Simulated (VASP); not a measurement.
# Cu3Sn2 (R-3m) in VASP: notebook, part 3 of 3

VASP 6.6.1. The steps go on from the part before.

## (5) Relaxation of cell and atoms, PBE

File INCAR:

```
  PREC = Accurate
  ENCUT = 600
  EDIFF = 1E-6
  ISMEAR = 0
  SIGMA = 0.1
  LREAL = False
  LASPH = True
  NELM = 100
  ALGO = Fast
  ISIF = 3
  LWAVE = False
  LCHARG = False
  GGA = PE
  IBRION = 2
  NSW = 90
  EDIFFG = -0.04
```

File KPOINTS:

```
regular mesh
0
Gamma
  6 6 6
```

File POSCAR:

```
Cu3Sn2
1.0
    4.3206044846      2.4945021623      1.8609817714
   -4.3206044846      2.4945021623      1.8609817714
    0.0000000000     -4.9890043245      1.8609817714
Cu Sn
3 2
Direct
    0.0000000000      0.5000000000      0.0000000000
    0.0000000000      0.0000000000      0.5000000000
    0.5000000000      0.0000000000      0.0000000000
    0.7487379965      0.7487379965      0.7487379965
    0.2512620035      0.2512620035      0.2512620035
```

Potentials or basis: VASP PAW PBE potentials, release 64 (Cu, Sn_d).

Launch:

```
> cat potpaw_PBE.64/Cu/POTCAR potpaw_PBE.64/Sn_d/POTCAR > POTCAR
> mpirun -np 1 vasp_std > vasp.out
```

OUTCAR:

```text
PREC = Accurate
   ENCUT = 600
   EDIFF = 1E-6
   ISMEAR = 0
   LREAL = False
   LASPH = True
   NELM = 100
   ISIF = 3
   GGA = PE
   IBRION = 2
   NSW = 90
   EDIFFG = -0.04

 ion  position               nearest neighbor table
   1  0.000  0.500  0.000-   4 2.54   5 2.54
   2  0.000  0.000  0.500-   4 2.54   5 2.54
   3  0.500  0.000  0.000-   4 2.54   5 2.54
   4  0.749  0.749  0.749-   1 2.54   3 2.54   2 2.54   5 2.78   5 2.81
   5  0.251  0.251  0.251-   1 2.54   3 2.54   2 2.54   4 2.78   4 2.81

  LATTYP: Found a trigonal (rhomboedric) cell.
 ALAT       =     5.3247927005
 COS(alpha) =    -0.3167811776

  Lattice vectors:

 A1 = (   4.3206044846,   2.4945021623,   1.8609817714)
 A2 = (  -4.3206044846,   2.4945021623,   1.8609817714)
 A3 = (   0.0000000000,  -4.9890043245,   1.8609817714)

Analysis of symmetry for initial positions (statically):
=====================================================================
 Subroutine PRICEL returns:
 Original cell was already a primitive cell.

 Routine SETGRP: Setting up the symmetry group for a
 trigonal (rhombohedral) supercell.

 Subroutine GETGRP returns: Found 12 space group operations
 (whereof 12 operations were pure point group operations)
 out of a pool of 12 trial point group operations.

The static configuration has the point symmetry D_3d.

Analysis of symmetry for dynamics (positions and initial velocities):
=====================================================================
 Subroutine PRICEL returns:
 Original cell was already a primitive cell.

 Routine SETGRP: Setting up the symmetry group for a
 trigonal (rhombohedral) supercell.

 Subroutine GETGRP returns: Found 12 space group operations
 (whereof 12 operations were pure point group operations)
 out of a pool of 12 trial point group operations.

The dynamic configuration has the point symmetry D_3d.

 Subroutine INISYM returns: Found 12 space group operations
 (whereof 12 operations are pure point group operations),
 and found     1 'primitive' translations

----------------------------------------------------------------------------------------

                                     Primitive cell

  volume of cell :     120.3433

  direct lattice vectors                    reciprocal lattice vectors
     4.320604485  2.494502162  1.860981771     0.115724548  0.066813599  0.179116926
    -4.320604485  2.494502162  1.860981771    -0.115724548  0.066813599  0.179116926
     0.000000000 -4.989004324  1.860981771     0.000000000 -0.133627198  0.179116926

  length of vectors
     5.324792701  5.324792701  5.324792701     0.223470582  0.223470582  0.223470582

  position of ions in fractional coordinates (direct lattice)
     0.000000000  0.500000000  1.000000000
     0.000000000  0.000000000  0.500000000
     0.500000000  0.000000000  1.000000000
     0.748737996  0.748737996  0.748737996
     0.251262004  0.251262004  0.251262004

  ion indices of the primitive-cell ions
   primitive index   ion index
                 1           1
                 2           2
                 3           3
[... 36 lines left out ...]
  0.333333  0.166667 -0.000000     12.000000
[... 16 lines left out ...]
  0.500000  0.500000  0.166667      6.000000
 -0.333333  0.500000  0.166667     12.000000
 [... further k-points ...]
   k-points           NKPTS =     32   k-points in BZ     NKDIM =     32   number of bands    NBANDS=     36
   number of dos      NEDOS =    301   number of ions     NIONS =      5
   total plane-waves  NPLWV = 110592
   dimension x,y,z NGX =    48 NGY =   48 NGZ =   48
   dimension x,y,z NGXF=    96 NGYF=   96 NGZF=   96
   ions per type =               3   2
   NGX,Y,Z   is equivalent  to a cutoff of  14.99, 14.99, 14.99 a.u.
   NGXF,Y,Z  is equivalent  to a cutoff of  29.97, 29.97, 29.97 a.u.
 SYSTEM =  unknown system
   PREC   = accura    normal or accurate (medium, high low for compatibility)
   ISTART =      0    job   : 0-new  1-cont  2-samecut
   ICHARG =      2    charge: 1-file 2-atom 10-const
   ISPIN  =      1    spin polarized calculation?
   LNONCOLLINEAR =      F non collinear calculations
   LSORBIT =      F    spin-orbit coupling
   LASPH  =      T    aspherical Exc in radial PAW
   ENCUT  =  600.0 eV  44.10 Ry    6.64 a.u.  10.63 10.63 10.63*2*pi/ulx,y,z
   NELM   =    100;   NELMIN=  2; NELMDL= -5     # of ELM steps
   EDIFF  = 0.1E-05   stopping-criterion for ELM
   LREAL  =      F    real-space projection
   EDIFFG = -.4E-01   stopping-criterion for IOM
   NSW    =     90    number of steps for IOM
   IBRION =      2    ionic relax: 0-MD 1-quasi-New 2-CG
   NFREE  =      1    steps in history (QN), initial steepest desc. (CG)
   ISIF   =      3    stress and relaxation
   ISYM   =      2    0-nonsym 1-usesym 2-fastsym
   POTIM  = 0.5000    time-step for ionic-motion
   TEBEG  =    0.0;   TEEND  =   0.0 temperature during run
   PSTRESS=    0.0 pullay stress
   NELECT =      61.0000    total number of electrons
   NUPDOWN=      -1.0000    fix difference up-down
   EMIN   =  10.00;   EMAX   =-10.00  energy-range for DOS
   EFERMI =   0.00;   METHOD = LEGACY
   ISMEAR =     0;   SIGMA  =   0.10  broadening in eV -4-tet -1-fermi 0-gaus
   EFERMI_NEDOS =   21; number of points for ismear=-14 and -15
   IALGO  =     68    algorithm
   IMIX   =      4    mixing-type and parameters
     AMIX     =   0.40;   BMIX     =  1.00
     AMIX_MAG =   1.60;   BMIX_MAG =  1.00
  volume/ion in A,a.u.               =      24.07       162.42
  Fermi-wavevector in a.u.,A,eV,Ry     =   1.305302  2.466662 23.181771  1.703812
  Thomas-Fermi vector in A             =   2.436180
   LORBIT       =      0    0 simple, 1 ext, 2 COOP (PROOUT), +10 PAW based schemes
   GGA     = PE    functional components
   LHFCALC =     F    Hartree Fock is set to
   AEXX    =    0.0000 exact exchange contribution
   IVDW    =     0    specifies the selected vdW correction
   LEPSILON=     F    determine dielectric tensor
   LRPA    =     F    only Hartree local field effects (RPA)
 conjugate gradient relaxation of ions
 non-spin polarized calculation
 RMM-DIIS sequential band-by-band and
 Gauss-broadening in eV      SIGMA  =   0.10
  energy-cutoff  :      600.00
  volume of cell :      120.34
 maximum number of plane-waves:      4037
 NGX is ok and might be reduce to    48
   NGX = 21   NGY = 21   NGZ = 21

--------------------------------------- Ionic step        1  -------------------------------------------

 number of electron      61.0000020 magnetization

 Free energy of the ion-electron system (eV)
  ---------------------------------------------------
  ext. energy  EPLUGINS =         0.00000000
  ---------------------------------------------------
  free energy    TOTEN  =       -15.63472161 eV

  energy without entropy =      -15.62838471  energy(sigma->0) =      -15.63155316

------------------------ aborting loop because EDIFF is reached ----------------------------------------

  FORCE on cell =-STRESS in cart. coord.  units (eV):
  Direction    XX          YY          ZZ          XY          YZ          ZX
  --------------------------------------------------------------------------------------
  -------------------------------------------------------------------------------------
  Total       -0.6281119     -0.6281119      2.4533869     -0.0000000      0.0000000      0.0000000
  in kB       -8.3623023     -8.3623023     32.6629090     -0.0000000      0.0000000      0.0000000
  external PRESSURE =       5.3127682 kB  Pullay stress =       0.0000000 kB
[... 143 lines left out ...]
--------------------------------------- Ionic step        5  -------------------------------------------

 number of electron      61.0000006 magnetization

 Free energy of the ion-electron system (eV)
  ---------------------------------------------------
  ext. energy  EPLUGINS =         0.00000000
  ---------------------------------------------------
  free energy    TOTEN  =       -15.68948336 eV

  energy without entropy =      -15.68108279  energy(sigma->0) =      -15.68528307

 E-fermi :   4.5584     XC(G=0):  -9.6091

 val. band max:        4.5416734177   @ k =   0.5000   0.5000   0.3333
 cond. band min:       4.5889973367   @ k =  -0.3333   0.3333   0.3333
 fundamental gap:      0.0473239191
 Fermi energy:         4.5583955972

 k-point     1 :       0.0000    0.0000    0.0000
  band No.  band energies     occupation
      1     -17.0903      2.00000
      2     -16.8182      2.00000
      3     -16.8182      2.00000
      4     -16.6847      2.00000
      5     -16.6847      2.00000
      6     -16.6452      2.00000
[... 925 lines left out ...]
     35       9.0768      0.00000
     36      10.0252      0.00000

 [... further k-points ...]

------------------------ aborting loop because EDIFF is reached ----------------------------------------

  FORCE on cell =-STRESS in cart. coord.  units (eV):
  Direction    XX          YY          ZZ          XY          YZ          ZX
  --------------------------------------------------------------------------------------
  -------------------------------------------------------------------------------------
  Total        0.0705170      0.0705170      0.0033297     -0.0000000      0.0000000      0.0000000
  in kB        0.9332553      0.9332553      0.0440668     -0.0000000      0.0000000      0.0000000
  external PRESSURE =       0.6368591 kB  Pullay stress =       0.0000000 kB
[... 20 lines left out ...]
  FREE ENERGIE OF THE ION-ELECTRON SYSTEM (eV)
  ---------------------------------------------------
  free  energy   TOTEN  =       -15.6894833595 eV

  energy  without entropy=      -15.6810827899  energy(sigma->0) =      -15.68528307

 reached required accuracy - stopping structural energy minimisation
```

It took 15 min on 1 thread of Intel Xeon Platinum 8488C (Sapphire Rapids), shared host; peak memory 0.42 GiB.

What came out:

```
Free energy                           : -15.6895 eV
Relaxed volume                        : 24.21 Å³/atom
Relaxed cell                          : a = 5.289 Å, b = 5.289 Å, c = 5.289 Å, α = 107.62°, β = 107.62°, γ = 107.62°
Space group after relaxing (to 0.1 Å) : R-3m (No. 166)
Energy gained by relaxing             : 11.0 meV/atom
Ionic steps                           : 5
Pressure after relaxing               : 0.1 GPa
Largest force after relaxing          : 0.009 eV/Å
Band gap on the k mesh                : zero (an odd number of electrons rules out a gap without spin polarisation)
```

Forces on the atoms (eV/Å):
```
Cu   0.000  0.000  0.000
Cu   0.000  0.000  0.000
Cu   0.000  0.000  0.000
Sn   0.000  0.000 -0.009
Sn   0.000  0.000  0.009
```

Stress tensor (GPa, compression positive):
```
0.09 0.00 0.00
0.00 0.09 0.00
0.00 0.00 0.00
```

The path:
```
step  energy change (eV)  largest force (eV/Å)  pressure (GPa)  volume (Å³)
   1              0.0000                0.5285            0.53       120.34
   2             -0.0513                0.0578            0.16       121.70
   3             -0.0537                0.0746           -0.34       122.20
   4             -0.0538                0.0428           -0.39       122.11
   5             -0.0548                0.0091            0.06       121.06
```

Final structure:
```xyz
5
Lattice="4.2684 2.4643 1.9182 -4.2684 2.4643 1.9182 0.0000 -4.9287 1.9182" Properties=species:S:1:pos:R:3 pbc="T T T"
Cu    2.1342   -1.2322    4.7955
Cu    0.0000    2.4643    4.7955
Cu   -2.1342   -1.2322    4.7955
Sn    0.0000    0.0000    4.2755
Sn    0.0000    0.0000    1.4790
```

Levels at points of the mesh, in eV from the Fermi level:
```
           k point  band 29  band 30  band 31  band 32  band 33  band 34
(0.00, 0.00, 0.00)    -1.36    -1.30     0.51     0.51     1.10     1.89
(0.50, 0.00, 0.00)    -1.32    -0.56    -0.40     2.30     2.88     3.12
(0.50, 0.50, 0.00)    -1.74    -0.95    -0.42     1.26     1.32     3.13
(0.50, 0.50, 0.50)    -1.85    -1.34    -1.34     1.72     2.24     3.59
```

Caveat: spin-orbit coupling is left out, which moves the levels of the heavy elements.

## (6) The runs side by side

```tsv
task	cell	k mesh	cutoff (eV)	gap on the mesh (eV)	pressure (GPa)	relaxed volume (Å³/atom)	largest force (eV/Å)
single point	a = 5.325 Å, angles 108.5°, 5 atoms, atomic positions A	3 × 3 × 3	520	none	0.0	-	0.01
relaxation of cell and atoms	relaxed from a = 5.013 Å, angles 90.9°, 5 atoms, atomic positions B	3 × 3 × 3	600	none	-0.1	24.09	-
single point	a = 5.286 Å, angles 107.6°, 5 atoms, atomic positions C	6 × 6 × 6	520	none	0.1	-	0.04
relaxation of cell and atoms	relaxed from a = 5.325 Å, angles 108.5°, 5 atoms, atomic positions A	6 × 6 × 6	600	none	0.1	24.21	0.01
```

Alike in all rows: level PBE; potentials or basis VASP PAW PBE potentials, release 64 (Cu, Sn_d); no spin polarisation; smearing gaussian 0.1 eV.

Caveats: some runs use coarse meshes; spin-orbit coupling is left out, which moves the levels of the heavy elements.

Absolute energies hang on the potentials; compare differences alone.

The gap in the log of VASP goes by the Fermi energy; the results here count the filled bands.